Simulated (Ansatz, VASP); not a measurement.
**One calculation of Na, two programs**

```xyz
1
Lattice="-2.0857 2.0857 2.1175 2.0857 -2.0857 2.1175 2.0857 2.0857 -2.1175" Properties=species:S:1:pos:R:3 pbc="T T T"
Na    0.0000    0.0000    0.0000
```

Change from the starting cell: strain -0.015 along x and y, +0.000 along z, atoms carried along.

Alike in both runs: task single point; functional PBEsol; k mesh 16 × 16 × 16; occupations gaussian, width 0.15 eV; no spin polarisation.

```csv
,VASP,Ansatz
version,VASP 6.6.1,Ansatz 0.2.0
potentials or method,"VASP PAW PBE potentials, release 64 (Na_pv), cutoff 520 eV","scalar-relativistic, plane waves, PAW"
valence electrons in the cell,7,9
```

|  | VASP | Ansatz | Ansatz less VASP |
| --- | --- | --- | --- |
| gap on the k mesh at the Fermi level (eV) | none | none | - |
| pressure (GPa) | -0.1 | -0.1 | 0.00 |

VASP's potentials were made for PBE, not for PBEsol. A gap of «none» marks a metal or a gap that the smearing closes. VASP's potentials hold 7 valence electrons a cell and Ansatz's 9, so a difference there can come from the potentials and not from the codes.
